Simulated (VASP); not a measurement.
Runs of VASP 6.6.1 on Ir. The structure is that of space group R-3m (No. 166), or close to it. The cells are those of the table. 

| cell | gap on the mesh (eV) | pressure (GPa) |
| --- | --- | --- |
| a = 2.549, b = 2.549, c = 2.703 Å, angles 65.5, 65.5, 63.8°, 1 atom | none | 15.7 |
| a = 2.551, b = 2.475, c = 2.707 Å, angles 66.5, 67.4, 64.8°, 1 atom | none | 24.2 |
| a = 2.477, b = 2.477, c = 2.713 Å, angles 68.3, 68.3, 65.9°, 1 atom | none | (b) |
| a = 2.597, b = 2.597, c = 2.698 Å, angles 63.7, 63.7, 62.5°, 1 atom | none | 8.6 |
| a = 2.621, b = 2.621, c = 2.697 Å, angles 62.7, 62.7, 61.9°, 1 atom | none | (a) |
| a = 2.501, b = 2.501, c = 2.709 Å, angles 67.4, 67.4, 65.2°, 1 atom | none | 26.0 |

Alike in all rows: task single point; level LDA; potentials or basis VASP PAW LDA potentials, release 64 (Ir); no spin polarisation; k mesh 20 × 20 × 20; cutoff (eV) 520; smearing gaussian 0.15 eV.

**Question.** Estimate the missing entries.

**Answer.** (a) 5.8; (b) 32.3.

Caveats: the cell stands under pressure; spin-orbit coupling is left out, which moves the levels of the heavy elements.

A k mesh can miss the band edges, and the runs leave out spin-orbit coupling on Ir.

A gap of «none» marks levels without a gap at the run's occupations.
